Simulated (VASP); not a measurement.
Wanted: the native input for a VASP 6.6.1 run.

| Item | Value |
| --- | --- |
| Task | single point |
| Functional | PBE |
| Potentials or basis | VASP PAW PBE potentials, release 64 (Ti_sv, Al, Ni) |
| Cutoff | 520 eV |
| k mesh | 4 × 4 × 2 |
| Occupations | gaussian, width 0.1 eV |
| Spin | collinear spin, ferromagnetic start |
| Starting moments | [0.0, 0.0, 0.0, 0.0, 0.0, 0.0, 0.0, 2.0] μB |
| Dipole correction | no |
| Further INCAR settings | ALGO = Normal; EDIFF = 1e-06; NBANDS = 43 |

The structure of Ti3Al4Ni lies in POSCAR:

```
Ti3Al4Ni
1.0
    4.0018815401      0.0000000000      0.0000000000
    0.0000000000      4.0018815401      0.0000000000
    0.0000000000      0.0000000000      7.6317973462
Ti Al Ni
3 4 1
Direct
    0.0000000000      0.0000000000      0.0000000000
    0.5000000000      0.5000000000      0.0000000000
    0.5000000000      0.5000000000      0.5000000000
    0.0000000000      0.5000000000      0.7355394036
    0.0000000000      0.5000000000      0.2644605964
    0.5000000000      0.0000000000      0.7355394036
    0.5000000000      0.0000000000      0.2644605964
    0.0000000000      0.0000000000      0.5000000000
```

One way to write it, as run:

INCAR

```
PREC = Accurate
ENCUT = 520
EDIFF = 1E-6
ISMEAR = 0
SIGMA = 0.1
LREAL = False
LASPH = True
NELM = 150
ALGO = Normal
ISIF = 2
LWAVE = False
LCHARG = True
ISPIN = 2
MAGMOM = 0 0 0 0 0 0 0 2
LORBIT = 11
LMAXMIX = 4
GGA = PE
LELF = True
LVHAR = True
NBANDS = 43
```

KPOINTS

```
regular mesh
0
Gamma
  4 4 2
```

Potentials or basis: VASP PAW PBE potentials, release 64 (Ti_sv, Al, Ni).

The run is started by

```bash
$ cat potpaw_PBE.64/Ti_sv/POTCAR potpaw_PBE.64/Al/POTCAR potpaw_PBE.64/Ni/POTCAR > POTCAR
$ mpirun -np 1 vasp_std > vasp.out
```

It gave:

| Quantity | Value |
| --- | --- |
| Pressure | 0.2 GPa |
| Net moment | 1.38 μB per cell |
| Site moments | Ti +0.41, -0.15, +0.53; Al +0.01; Ni +0.24 μB |
| Valence electrons inside the program's atomic spheres | Ti 10.29, 10.33; Al 0.82; Ni 9.24 |

Caveat: the k points lie up to 0.41 Å⁻¹ apart.

It took 2.9 min on 1 thread of Intel(R) Xeon(R) Platinum 8488C (Sapphire Rapids) (shared host), peak memory 0.31 GiB.
